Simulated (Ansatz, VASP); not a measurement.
## Cu in VASP and in Ansatz

```xyz
1
Lattice="-1.4861 1.4861 1.3761 1.4861 -1.4861 1.3761 1.4861 1.4861 -1.3761" Properties=species:S:1:pos:R:3 pbc="T T T"
Cu    0.0000    0.0000    0.0000
```

Change from the starting cell: strain +0.030 along x and y, +0.000 along z, atoms carried along.

Alike in both runs: task single point; functional r2SCAN; k mesh 24 × 24 × 24; occupations gaussian, width 0.15 eV; no spin polarisation.

```csv
,VASP,Ansatz
version,VASP 6.6.1,Ansatz 0.2.0
potentials or method,"VASP PAW PBE potentials, release 64 (Cu), cutoff 520 eV","scalar-relativistic, plane waves, PAW"
valence electrons in the cell,11,19
```

```csv
,VASP,Ansatz,Ansatz less VASP
gap on the k mesh at the Fermi level (eV),none,none,-
pressure (GPa),-7.2,-7.9,-0.66
"traceless stress, the component that is largest in VASP (GPa)",0.17,0.17,+0.003
```

VASP's potentials were made for PBE, not for r2SCAN. A gap of «none» marks a metal or a gap that the smearing closes. VASP's potentials hold 11 valence electrons a cell and Ansatz's 19, so a difference there can come from the potentials and not from the codes.
